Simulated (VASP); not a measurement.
**CdF2: single point with PBE**

Crystal: CdF2.

```
CELL_PARAMETERS angstrom
0.00000 2.77227 2.77227
2.77227 0.00000 2.77227
2.77227 2.77227 0.00000
ATOMIC_POSITIONS crystal
Cd 0.00000 0.00000 0.00000
F 0.25000 0.25000 0.25000
F 0.75000 0.75000 0.75000
```

```json
{
 "Program": "VASP 6.6.1",
 "Task": "single point",
 "Functional": "PBE",
 "Potentials or basis": "VASP PAW PBE potentials, release 64 (Cd_sv_GW, F)",
 "Cutoff": "700 eV",
 "k mesh": "8 × 8 × 8",
 "Occupations": "gaussian, width 0.02 eV",
 "Spin": "no spin polarisation"
}
```

The pressure is -3.4 GPa and the band gap on the k mesh is 2.78 eV (least direct gap 3.38 eV).

Levels at points of the mesh, in eV from the valence-band top:
```tsv
k point	band 15	band 16	band 17	band 18	band 19	band 20
(0.00, 0.00, 0.00)	-0.59	-0.59	-0.59	2.78	12.28	12.28
(0.50, 0.00, 0.00)	-1.54	-0.44	-0.44	6.54	8.86	13.77
(0.50, 0.50, 0.00)	-0.36	-0.08	-0.08	7.32	9.21	11.74
```

Wall time 28 s on 1 thread of AMD EPYC 9R45 96-Core Processor (Zen 5), on a shared host, peak memory 0.21 GiB.

Caveat: the cell stands under tension. A k mesh can miss the band edges.
